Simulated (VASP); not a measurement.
A run of VASP 6.6.1:

Contents of INCAR:

```
SYSTEM = Pt
ALGO = Fast
EDIFF = 1E-7
ENCUT = 520
ISIF = 2
ISMEAR = 0
LASPH = .True.
LCHARG = .False.
LREAL = .False.
LWAVE = .False.
NBANDS = 11
NELM = 80
PREC = Accurate
SIGMA = 0.15
```

KPOINTS

```
k-points
0
Gamma
  20 20 20
  0 0 0
```

POSCAR

```
Pt
1.0
    0.0000000000      1.9468328700      1.8786937196
    1.8397570622      0.0000000000      1.8786937196
    1.8397570622      1.9468328700      0.0000000000
Pt
1
Direct
    0.0000000000      0.0000000000      0.0000000000
```

Potentials or basis: VASP PAW LDA potentials, release 64 (Pt).

Run with:

```bash
$ cat potpaw_LDA.64/Pt/POTCAR > POTCAR
$ mpirun -np 1 vasp_std > vasp.out
```

Hardware: 1 thread of Intel Xeon 8259CL (shared host).

**Question.** Estimate the wall time of this run.

**Answer.** It took 4.4 min on 1 thread of Intel Xeon 8259CL, with other jobs on the host, peak memory 0.28 GiB. Counts: scf iterations 18, k points 1166.
